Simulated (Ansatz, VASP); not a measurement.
## TaN: VASP beside Ansatz

INCAR

```
PREC = Accurate
ENCUT = 520
EDIFF = 1E-7
ISMEAR = 0
SIGMA = 0.15
LREAL = False
LASPH = True
NELM = 60
ALGO = Normal
ISIF = 2
LWAVE = False
LCHARG = False
GGA = PS
NBANDS = 24
```

File KPOINTS:

```
Automatic mesh
0
Gamma
  15 15 8
```

File POSCAR:

```
TaN
1.0
    2.8891806446      0.0000000000      0.0000000000
   -1.4445903223      2.5021038344      0.0000000000
    0.0000000000      0.0000000000      5.8600190937
Ta N
2 2
Direct
   -0.0680729572     -0.0378481495      0.0000000000
    0.0680729572      0.0378481495      0.5000000000
    0.3333333333      0.6666666667      0.2500000000
    0.6666666667      0.3333333333      0.7500000000
```

Input for Ansatz:

```yaml
crystal:
  lattice:
    - [2.8891806446, 0.0, 0.0]
    - [-1.4445903223, 2.5021038344, 0.0]
    - [0.0, 0.0, 5.8600190937]
  atoms:
    - { symbol: Ta, position: [-0.0680729572, -0.0378481495, 0.0] }
    - { symbol: Ta, position: [0.0680729572, 0.0378481495, 0.5] }
    - { symbol: "N", position: [0.3333333333, 0.6666666667, 0.25] }
    - { symbol: "N", position: [0.6666666667, 0.3333333333, 0.75] }
basis:
  ecutwfc: 520.0
kpoints:
  mp_grid: { grid: [15, 15, 8] }
hamiltonian:
  xc: pbesol
  pseudopotentials: { kind: paw, azcp: { folder: soft_1 } }
scf:
  occupations: { method: gaussian, width: 0.15 }
output:
  forces: true
  stress: true
  eigenvalues: true
  write_density: true
  write_potential: true
  elf: true
  volumetric_format: npy
```

Change from the starting cell: mode 4 frozen in at -0.142 Å and mode 5 at -0.095 Å (largest displacements).

Alike in both runs: task single point; functional PBEsol; k mesh 15 × 15 × 8; occupations gaussian, width 0.15 eV; no spin polarisation.

|  | VASP | Ansatz |
| --- | --- | --- |
| version | VASP 6.6.1 | Ansatz 0.2.0 |
| potentials or method | VASP PAW PBE potentials, release 64 (Ta_pv, N), cutoff 520 eV | scalar-relativistic, plane waves, PAW |
| valence electrons in the cell | 32 | 36 |

```tsv
	VASP	Ansatz	Ansatz less VASP
gap on the k mesh at the Fermi level (eV)	none	none	-
pressure (GPa)	5.8	4.7	-1.05
traceless stress, the component that is largest in VASP (GPa)	2.77	2.62	-0.149
rms of the force components (eV/Å)	0.974	0.967	-0.0071
```

VASP's potentials were made for PBE, not for PBEsol, and Ansatz warns of the same on its side. Atom by atom the forces differ by 0.007 eV/Å (rms over components). A gap of «none» marks a metal or a gap that the smearing closes. VASP's potentials hold 32 valence electrons a cell and Ansatz's 36, so a difference there can come from the potentials and not from the codes.

Neither program's run includes spin-orbit coupling.
